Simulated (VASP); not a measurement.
Set up this calculation in VASP 6.6.1, as the native input.

```
Task                   : single point
Functional             : PBE
Potentials or basis    : VASP PAW PBE potentials, release 64 (Cu)
Cutoff                 : 520 eV
k mesh                 : 10 × 10 × 1
Occupations            : fermi-dirac, width 0.05 eV
Spin                   : no spin polarisation
Dipole correction      : yes
Further INCAR settings : ALGO = Normal; EDIFF = 1e-07; NBANDS = 48
```

The structure of Cu lies in POSCAR:

```
Cu
1.0
    2.5561910140      0.0000000000      0.0000000000
    0.0000000000      2.5561910140      0.0000000000
    0.0000000000      0.0000000000     25.8450000000
Cu
7
Direct
    0.5000000000      0.5000000000      0.2901915264
    0.0000000000      0.0000000000      0.3601276843
    0.5000000000      0.5000000000      0.4300638421
    0.0000000000      0.0000000000      0.5006848541
    0.5000000000      0.5000000000      0.5712638253
    0.0000000000      0.0000000000      0.6420312682
    0.5000000000      0.5000000000      0.7104768658
```

The input as run:

INCAR

```
  ALGO = Normal
  DIPOL = 0.5 0.5 0.501
  EDIFF = 1E-7
  ENCUT = 520
  GGA = PE
  IDIPOL = 3
  ISIF = 2
  ISMEAR = -1
  LASPH = T
  LCHARG = T
  LDIPOL = T
  LELF = T
  LREAL = F
  LVACPOTAV = T
  LVHAR = T
  LWAVE = F
  NBANDS = 48
  NELM = 60
  PREC = Accurate
  SIGMA = 0.05
```

KPOINTS

```
k-points
0
Gamma
  10 10 1
```

Potentials or basis: VASP PAW PBE potentials, release 64 (Cu).

Launch:

```bash
$ cat potpaw_PBE.64/Cu/POTCAR > POTCAR
$ mpirun -np 1 vasp_std > vasp.out
```

It gave:

The largest force is 0.208 eV/Å.

Wall time 3.3 min on 1 thread of AMD EPYC 9R45 96-Core Processor (Zen 5), with other jobs on the host, peak memory 0.3 GiB.
